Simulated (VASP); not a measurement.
Cs2AgBiBr6:

```
Bi Cs Ag Br
1.0
     0.00000    5.61610    5.61610
     5.61610    0.00000    5.61610
     5.61610    5.61610    0.00000
Bi Cs Ag Br
1 2 1 6
Direct
  0.00000 0.00000 0.00000
  0.75000 0.75000 0.75000
  0.25000 0.25000 0.25000
  0.50000 0.50000 0.50000
  0.74945 0.74945 0.25055
  0.25055 0.25055 0.74945
  0.74945 0.25055 0.25055
  0.74945 0.25055 0.74945
  0.25055 0.74945 0.74945
  0.25055 0.74945 0.25055
```

Base run:

```yaml
Program: VASP 6.6.1
Functional: PBEsol
Potentials_or_basis: VASP PAW PBE potentials, release 64 (Bi_d, Cs_sv, Ag_sv_GW, Br)
Cutoff: 630 eV
k_mesh: 4 × 4 × 4
Occupations: fermi-dirac, width 0.05 eV
Spin: no spin polarisation
Hubbard_terms: Ag d U = 8.0 eV
```

Its results: band gap on the k mesh 1.60 eV (least direct gap 2.66 eV); pressure 0.2 GPa; largest force 0.196 eV/Å.

Problem. The run is repeated on the same cell with these changes: hubbard terms from Ag d U = 8.0 eV to Ag d U = 4.0 eV. What comes out?

Solution. Band gap on the k mesh 1.40 eV (least direct gap 2.58 eV); pressure 0.1 GPa; largest force 0.248 eV/Å.

Caveats: the PAW data sets were made with another functional, which shifts forces and pressure a little; spin-orbit coupling is left out, which moves the levels of the heavy elements.

A k mesh can miss the band edges.
